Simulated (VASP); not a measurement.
# AlN in VASP: a series of runs

AlN is run at these levels: PBE; tasks: single point.

Everything below comes from runs of VASP 6.6.1. Logs are shortened: lines on timing, memory, paths and dates and some standing lists are left out, and cuts for length are marked.

## 1. The cell of the first run

Symmetry: C2/m, No. 12, monoclinic system. Conventional cell: a = 6.043 Å, b = 3.571 Å, c = 4.212 Å, α = 90.00°, β = 91.05°, γ = 90.00°. Within 2.5 Å of Al (site symmetry m) lie 5 N at 1.92 to 2.12 Å. Within 2.5 Å of N (site symmetry m) lie 5 Al at 1.92 to 2.12 Å.

## 2. Single point, PBE (strained and its atoms moved)

File INCAR:

```
SYSTEM = AlN
PREC     = Accurate       ! precision mode
ENCUT    = 520            ! plane-wave cutoff, eV
EDIFF    = 1E-6           ! SCF threshold, eV
ISMEAR   = 0              ! smearing method
SIGMA    = 0.02           ! smearing width, eV
LREAL    = .FALSE.        ! projectors in reciprocal space
LASPH    = .TRUE.         ! aspherical terms in the spheres
NELM     = 80             ! most SCF steps
ALGO     = Normal         ! electronic algorithm
ISIF     = 2              ! what is computed and relaxed
LWAVE    = .FALSE.        ! write WAVECAR
LCHARG   = .FALSE.        ! write CHGCAR
GGA      = PE             ! functional
NBANDS   = 16             ! bands
```

File KPOINTS:

```
Automatic mesh
0
G
  9 9 6
  0 0 0
```

File POSCAR:

```
AlN
1.0
    3.5093191131      0.0355721231     -0.0271262279
   -1.7238531943      3.0569699912      0.0271305342
   -0.0342961410      0.0198071730      4.2115996116
Al N
2 2
Direct
    0.3348192107      0.6651807893      0.7483963664
    0.6651807893      0.3348192107      0.2516036336
    0.3478575418      0.6521424582      0.2528227149
    0.6521424582      0.3478575418      0.7471772851
```

Potentials or basis: VASP PAW PBE potentials, release 64 (Al, N).

Run with:

```
$ cat potpaw_PBE.64/Al/POTCAR potpaw_PBE.64/N/POTCAR > POTCAR
$ mpirun -np 1 vasp_std > vasp.out
```

OUTCAR:

```text
SYSTEM = AlN
   PREC = Accurate
   ENCUT = 520
   EDIFF = 1E-6
   ISMEAR = 0
   LREAL = .FALSE.
   LASPH = .TRUE.
   NELM = 80
   ISIF = 2
   GGA = PE

 ion  position               nearest neighbor table
   1  0.335  0.665  0.748-   4 1.92   3 2.09   4 2.10   4 2.10   3 2.12   2 2.88   2 2.92   2 2.92
                             2 2.92   2 2.97   2 2.97
   2  0.665  0.335  0.252-   3 1.92   4 2.09   3 2.10   3 2.10   4 2.12   1 2.88   1 2.92   1 2.92
                             1 2.92   1 2.97   1 2.97
   3  0.348  0.652  0.253-   2 1.92   1 2.09   2 2.10   2 2.10   1 2.12
   4  0.652  0.348  0.747-   1 1.92   2 2.09   1 2.10   1 2.10   2 2.12

  LATTYP: Found a base centered monoclinic cell.
 ALAT       =     6.0430026702
 B/A-ratio  =     0.5909236165
 C/A-ratio  =     0.6969690492
 COS(beta)  =    -0.0183810229

  Lattice vectors:

 A1 = (   1.7238531943,  -3.0569699912,  -0.0271305342)
 A2 = (   3.5093191131,   0.0355721231,  -0.0271262279)
 A3 = (  -0.0342961410,   0.0198071730,   4.2115996116)

Analysis of symmetry for initial positions (statically):
=====================================================================
 Subroutine PRICEL returns:
 Original cell was already a primitive cell.

 Routine SETGRP: Setting up the symmetry group for a
 base centered monoclinic supercell.

 Subroutine GETGRP returns: Found  4 space group operations
 (whereof  4 operations were pure point group operations)
 out of a pool of  4 trial point group operations.

The static configuration has the point symmetry C_2h.

Analysis of symmetry for dynamics (positions and initial velocities):
=====================================================================
 Subroutine PRICEL returns:
 Original cell was already a primitive cell.

 Routine SETGRP: Setting up the symmetry group for a
 base centered monoclinic supercell.

 Subroutine GETGRP returns: Found  4 space group operations
 (whereof  4 operations were pure point group operations)
 out of a pool of  4 trial point group operations.

The dynamic configuration has the point symmetry C_2h.

 Subroutine INISYM returns: Found  4 space group operations
 (whereof  4 operations are pure point group operations),
 and found     1 'primitive' translations

----------------------------------------------------------------------------------------

                                     Primitive cell

  volume of cell :      45.4360

  direct lattice vectors                    reciprocal lattice vectors
     3.509319113  0.035572123 -0.027126228     0.283348097  0.159768761  0.001555983
    -1.723853194  3.056969991  0.027130534    -0.003309114  0.325269077 -0.001556689
    -0.034296141  0.019807173  4.211599612     0.001846316 -0.001066293  0.237459525

  length of vectors
     3.509604229  3.509625540  4.211785825     0.325291596  0.325289634  0.237469096

  position of ions in fractional coordinates (direct lattice)
     0.334819211  0.665180789  0.748396366
     0.665180789  0.334819211  0.251603634
     0.347857542  0.652142458  0.252822715
     0.652142458  0.347857542  0.747177285

  ion indices of the primitive-cell ions
   primitive index   ion index
                 1           1
                 2           2
                 3           3
                 4           4

----------------------------------------------------------------------------------------

 KPOINTS: Automatic mesh

Automatic generation of k-mesh.
 Grid dimensions read from file:
 generate k-points for:    9    9    6

 Generating k-lattice:

  Cartesian coordinates                     Fractional coordinates (reciprocal lattice)
     0.031483122  0.017752085  0.000172887     0.111111111 -0.000000000  0.000000000
    -0.000367679  0.036141009 -0.000172965    -0.000000000  0.111111111 -0.000000000
     0.000307719 -0.000177716  0.039576587     0.000000000 -0.000000000  0.166666667

  Length of vectors
     0.036143511  0.036143293  0.039578183

  Shift w.r.t. Gamma in fractional coordinates (k-lattice)
     0.000000000  0.000000000  0.000000000

 Subroutine IBZKPT returns following result:
 ===========================================

 Found    140 irreducible k-points:

 Following reciprocal coordinates:
            Coordinates               Weight
  0.000000  0.000000  0.000000      1.000000
  0.111111  0.000000 -0.000000      4.000000
  0.222222  0.000000  0.000000      4.000000
  0.333333  0.000000 -0.000000      4.000000
  0.444444  0.000000  0.000000      4.000000
  0.111111  0.111111 -0.000000      2.000000
[... 16 lines left out ...]
 -0.333333  0.333333 -0.000000      2.000000
  0.444444  0.444444  0.000000      2.000000
 [... further k-points ...]
   k-points           NKPTS =    140   k-points in BZ     NKDIM =    140   number of bands    NBANDS=     16
   number of dos      NEDOS =    301   number of ions     NIONS =      4
   total plane-waves  NPLWV =  25088
   dimension x,y,z NGX =    28 NGY =   28 NGZ =   32
   dimension x,y,z NGXF=    56 NGYF=   56 NGZF=   64
   ions per type =               2   2
   NGX,Y,Z   is equivalent  to a cutoff of  13.26, 13.26, 12.63 a.u.
   NGXF,Y,Z  is equivalent  to a cutoff of  26.53, 26.53, 25.26 a.u.
 SYSTEM =  AlN
   PREC   = accura    normal or accurate (medium, high low for compatibility)
   ISTART =      0    job   : 0-new  1-cont  2-samecut
   ICHARG =      2    charge: 1-file 2-atom 10-const
   ISPIN  =      1    spin polarized calculation?
   LNONCOLLINEAR =      F non collinear calculations
   LSORBIT =      F    spin-orbit coupling
   LASPH  =      T    aspherical Exc in radial PAW
   ENCUT  =  520.0 eV  38.22 Ry    6.18 a.u.   6.53  6.53  7.83*2*pi/ulx,y,z
   NELM   =     80;   NELMIN=  2; NELMDL= -5     # of ELM steps
   EDIFF  = 0.1E-05   stopping-criterion for ELM
   LREAL  =      F    real-space projection
   EDIFFG = 0.1E-04   stopping-criterion for IOM
   NSW    =      0    number of steps for IOM
   IBRION =     -1    ionic relax: 0-MD 1-quasi-New 2-CG
   NFREE  =      0    steps in history (QN), initial steepest desc. (CG)
   ISIF   =      2    stress and relaxation
   ISYM   =      2    0-nonsym 1-usesym 2-fastsym
   POTIM  = 0.5000    time-step for ionic-motion
   TEBEG  =    0.0;   TEEND  =   0.0 temperature during run
   PSTRESS=    0.0 pullay stress
   NELECT =      16.0000    total number of electrons
   NUPDOWN=      -1.0000    fix difference up-down
   EMIN   =  10.00;   EMAX   =-10.00  energy-range for DOS
   EFERMI =   0.00;   METHOD = LEGACY
   ISMEAR =     0;   SIGMA  =   0.02  broadening in eV -4-tet -1-fermi 0-gaus
   EFERMI_NEDOS =   21; number of points for ismear=-14 and -15
   IALGO  =     38    algorithm
   IMIX   =      4    mixing-type and parameters
     AMIX     =   0.40;   BMIX     =  1.00
     AMIX_MAG =   1.60;   BMIX_MAG =  1.00
  volume/ion in A,a.u.               =      11.36        76.65
  Fermi-wavevector in a.u.,A,eV,Ry     =   1.156063  2.184643 18.183941  1.336482
  Thomas-Fermi vector in A             =   2.292686
   LORBIT       =      0    0 simple, 1 ext, 2 COOP (PROOUT), +10 PAW based schemes
   GGA     = PE    functional components
   LHFCALC =     F    Hartree Fock is set to
   AEXX    =    0.0000 exact exchange contribution
   IVDW    =     0    specifies the selected vdW correction
   LEPSILON=     F    determine dielectric tensor
   LRPA    =     F    only Hartree local field effects (RPA)
 non-spin polarized calculation
 Gauss-broadening in eV      SIGMA  =   0.02
  energy-cutoff  :      520.00
  volume of cell :       45.44
 maximum number of plane-waves:      1248
 NGX is ok and might be reduce to    28
   NGX = 13   NGY = 13   NGZ = 15

 number of electron      16.0000000 magnetization

 Free energy of the ion-electron system (eV)
  ---------------------------------------------------
  ext. energy  EPLUGINS =         0.00000000
  ---------------------------------------------------
  free energy    TOTEN  =       -28.68148658 eV

  energy without entropy =      -28.68148658  energy(sigma->0) =      -28.68148658

 E-fermi :   6.4685     XC(G=0): -10.5722

 val. band max:        6.3147474948   @ k =   0.0000   0.0000   0.0000
 cond. band min:       8.7101659262   @ k =   0.0000   0.0000   0.0000
 fundamental gap:      2.3954184314
 Fermi energy:         6.4685384272

 k-point     1 :       0.0000    0.0000    0.0000
  band No.  band energies     occupation
      1      -9.3368      2.00000
      2      -6.0637      2.00000
      3       0.4919      2.00000
      4       3.1671      2.00000
      5       3.7637      2.00000
      6       5.1060      2.00000
[... 8 lines left out ...]
     15      17.5238      0.00000
     16      17.8562      0.00000

 k-point     2 :       0.1111    0.0000   -0.0000
  band No.  band energies     occupation
      1      -9.2269      2.00000
      2      -6.0789      2.00000
      3       0.6131      2.00000
      4       2.8826      2.00000
      5       3.3877      2.00000
      6       4.7309      2.00000
[... 8 lines left out ...]
     15      17.3243      0.00000
     16      17.6565      0.00000

 k-point     3 :       0.2222    0.0000    0.0000
  band No.  band energies     occupation
      1      -8.9152      2.00000
      2      -6.1509      2.00000
      3       0.9620      2.00000
      4       2.0108      2.00000
      5       2.9096      2.00000
      6       4.0263      2.00000
[... 8 lines left out ...]
     15      16.4915      0.00000
     16      18.1711      0.00000

 k-point     4 :       0.3333    0.0000   -0.0000
  band No.  band energies     occupation
      1      -8.4680      2.00000
      2      -6.3299      2.00000
      3       1.1370      2.00000
      4       1.4797      2.00000
      5       2.5720      2.00000
      6       3.4327      2.00000
[... 8 lines left out ...]
     15      16.6291      0.00000
     16      18.9336      0.00000
[... 324 lines left out ...]
 k-point    22 :      -0.4444    0.3333   -0.0000
  band No.  band energies     occupation
      1      -7.9665      2.00000
      2      -6.7210      2.00000
      3       1.3104      2.00000
      4       2.0155      2.00000
      5       2.1627      2.00000
      6       2.8536      2.00000
[... 8 lines left out ...]
     15      17.6457      0.00000
     16      17.8263      0.00000

 k-point    23 :      -0.3333    0.3333   -0.0000
  band No.  band energies     occupation
      1      -8.3283      2.00000
      2      -6.4898      2.00000
      3       1.5115      2.00000
      4       1.6745      2.00000
      5       2.6488      2.00000
      6       2.8413      2.00000
[... 8 lines left out ...]
     15      16.7783      0.00000
     16      17.7404      0.00000

 k-point    24 :       0.4444    0.4444    0.0000
  band No.  band energies     occupation
      1      -7.4623      2.00000
      2      -7.1476      2.00000
      3       1.0922      2.00000
      4       2.2518      2.00000
      5       2.3472      2.00000
      6       2.8102      2.00000
[... 8 lines left out ...]
     15      17.9562      0.00000
     16      18.1419      0.00000

 [... further k-points ...]
[... 5 lines left out ...]
  --------------------------------------------------------------------------------------
  -------------------------------------------------------------------------------------
  Total       -5.1408723     -7.1167397     -4.4243133     -1.7110643     -0.5236781      0.9069992
  in kB     -181.2790338   -250.9526818   -156.0115059    -60.3360790    -18.4661008     31.9828873
  external PRESSURE =    -196.0810738 kB  Pullay stress =       0.0000000 kB

 VOLUME and BASIS-vectors are now :
 -----------------------------------------------------------------------------
  energy-cutoff  :      520.00
  volume of cell :       45.44
      direct lattice vectors                 reciprocal lattice vectors
     3.509319113  0.035572123 -0.027126228     0.283348097  0.159768761  0.001555983
    -1.723853194  3.056969991  0.027130534    -0.003309114  0.325269077 -0.001556689
    -0.034296141  0.019807173  4.211599612     0.001846316 -0.001066293  0.237459525

 POSITION                                       TOTAL-FORCE (eV/Angst)
 -----------------------------------------------------------------------------------
      0.00265      2.06017      3.16091        -0.592644      0.342166      0.068663
      1.74852      1.05218      1.05069         0.592644     -0.342166     -0.068663
      0.08787      2.01096      1.07304        -1.274002      0.735551     -0.245082
      1.66330      1.10139      3.13856         1.274002     -0.735551      0.245082
 -----------------------------------------------------------------------------------
    total drift:                               -0.000000      0.000000      0.000000

  FREE ENERGIE OF THE ION-ELECTRON SYSTEM (eV)
  ---------------------------------------------------
  free  energy   TOTEN  =       -28.6814865774 eV

  energy  without entropy=      -28.6814865774  energy(sigma->0) =      -28.68148658
```

It took 73 s on 1 thread of Intel Xeon Platinum 8259CL at 2.50GHz (Skylake/Cascade Lake), shared host; peak memory 0.21 GiB.

What came out:

| Quantity | Value |
| --- | --- |
| Free energy | -28.6815 eV |
| Pressure | -19.6 GPa |
| Largest force | 1.491 eV/Å |
| Band gap on the k mesh | 2.40 eV |

Forces in eV/Å, atoms in the order of the input:
```
Al  -0.593  0.342  0.069
Al   0.593 -0.342 -0.069
N   -1.274  0.736 -0.245
N    1.274 -0.736  0.245
```

Levels at points of the mesh, in eV from the valence-band top:
| k point | band 6 | band 7 | band 8 | band 9 | band 10 | band 11 |
| --- | --- | --- | --- | --- | --- | --- |
| (0.00, 0.00, 0.00) | -1.21 | -1.05 | 0.00 | 2.40 | 3.45 | 7.36 |
| (0.00, 0.00, 0.50) | -2.10 | -1.86 | -1.83 | 4.81 | 4.99 | 7.17 |

Caveat: the cell differs from its parent crystal (strained and its atoms moved); the cell stands under tension; forces of over 1 eV/Å act on the atoms, so gaps and moduli don't describe the material at rest.

## 3. Single point, PBE (strained)

File INCAR:

```
  PREC = Accurate
  ENCUT = 520
  EDIFF = 1E-6
  ISMEAR = 0
  SIGMA = 0.02
  LREAL = F
  LASPH = T
  NELM = 60
  ALGO = Normal
  ISIF = 2
  LWAVE = F
  LCHARG = F
  GGA = PE
  NBANDS = 16
```

File KPOINTS:

```
regular mesh
0
Gamma
  9 9 6
```

File POSCAR:

```
AlN
1.0
    3.3847504400      0.0000000000      0.0000000000
   -1.6923752200      2.9312798666      0.0000000000
    0.0000000000      0.0000000000      3.9025155866
Al N
2 2
Direct
    0.3333333300      0.6666666700      0.7500000000
    0.6666666700      0.3333333300      0.2500000000
    0.3333333300      0.6666666700      0.2500000000
    0.6666666700      0.3333333300      0.7500000000
```

Potentials or basis: VASP PAW PBE potentials, release 64 (Al, N).

Run with:

```
$ cat potpaw_PBE.64/Al/POTCAR potpaw_PBE.64/N/POTCAR > POTCAR
$ mpirun -np 1 vasp_std > vasp.out
```

Wall time 41 s (1 thread of AMD EPYC 7R13, shared host); peak memory 0.14 GiB.

The run converged. Its results:

| Quantity | Value |
| --- | --- |
| Free energy | -29.1571 eV |
| Pressure | 6.6 GPa |
| Band gap on the k mesh | 3.72 eV |

Stress tensor (GPa, compression positive):
```
-0.51  0.00  0.00
 0.00 -0.51  0.00
 0.00  0.00 20.80
```

Levels at points of the mesh, in eV from the valence-band top:
| k point | band 6 | band 7 | band 8 | band 9 | band 10 | band 11 |
| --- | --- | --- | --- | --- | --- | --- |
| (0.00, 0.00, 0.00) | -1.06 | -1.06 | 0.00 | 3.72 | 4.82 | 8.38 |
| (0.00, 0.00, 0.50) | -2.19 | -2.19 | -2.19 | 6.17 | 6.17 | 8.37 |

Caveat: the cell differs from its parent crystal (strained); the cell stands under pressure.
